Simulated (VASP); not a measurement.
Input of a VASP 6.6.1 run:

The input INCAR:

```
  PREC = Accurate
  ENCUT = 600
  EDIFF = 1E-7
  ISMEAR = -1
  SIGMA = 0.1
  LREAL = F
  LASPH = T
  NELM = 100
  ALGO = Normal
  ISIF = 3
  LWAVE = F
  LCHARG = F
  GGA = PS
  IBRION = 2
  NSW = 80
  EDIFFG = -0.01
```

File KPOINTS:

```
Automatic mesh
0
Gamma
  9 9 9
```

POSCAR

```
Zr
1.0
    0.0000000000      3.1558057739      3.1558057739
    3.1558057739      0.0000000000      3.1558057739
    3.1558057739      3.1558057739      0.0000000000
Zr
2
Direct
    0.1250000000      0.1250000000      0.1250000000
    0.8750000000      0.8750000000      0.8750000000
```

Potentials or basis: VASP PAW PBE potentials, release 64 (Zr_sv).

Run with:

```console
$ cat potpaw_PBE.64/Zr_sv/POTCAR > POTCAR
$ mpirun -np 1 vasp_std > vasp.out
```

Problem. What does it give for the space group after relaxing (to 0.05 Å)?

Solution. Fd-3m (No. 227).

Problem. What does it give for the band gap on the k mesh?

Solution. Zero (band 12 reaches 6.05 eV, above the bottom of band 13 at 5.85 eV).

Final structure:
```xyz
2
Lattice="0.0000 3.0774 3.0774 3.0774 0.0000 3.0774 3.0774 3.0774 0.0000" Properties=species:S:1:pos:R:3 pbc="T T T"
Zr    0.7693    0.7693    0.7693
Zr    5.3854    5.3854    5.3854
```
